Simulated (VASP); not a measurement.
Here is a VASP 6.6.1 calculation.

INCAR

```
ALGO = Normal
EDIFF = 1E-6
ENCUT = 520
GGA = PS
ISIF = 2
ISMEAR = 0
LASPH = True
LCHARG = False
LREAL = False
LWAVE = False
NBANDS = 20
NELM = 60
PREC = Accurate
SIGMA = 0.02
```

File KPOINTS:

```
k-points
0
Gamma
  12 12 2
```

The input POSCAR:

```
WS2
1.0
    3.1457762098      0.0000000000      0.0000000000
   -1.5728881049      2.7243221123      0.0000000000
    0.0000000000      0.0000000000     16.9534209708
W S
1 2
Direct
    0.3333333333      0.6666666667      0.0000000000
    0.6666666667      0.3333333333      0.9075761480
    0.6666666667      0.3333333333      0.0924238520
```

Potentials or basis: VASP PAW PBE potentials, release 64 (W_sv, S).

The run is started by

```console
$ cat potpaw_PBE.64/W_sv/POTCAR potpaw_PBE.64/S/POTCAR > POTCAR
$ mpirun -np 1 vasp_std > vasp.out
```

Task: What does it give for the largest force?

Result: 0.021 eV/Å.

Task: Estimate the band gap on the k mesh.

Result: 1.94 eV, direct.

Forces in eV/Å, atoms in the order of the input:
```
W    0.000  0.000  0.000
S    0.000  0.000 -0.021
S    0.000  0.000  0.021
```

Caveat: the PAW data sets were made with another functional, which shifts forces and pressure a little; spin-orbit coupling is left out, which moves the levels of the heavy elements.
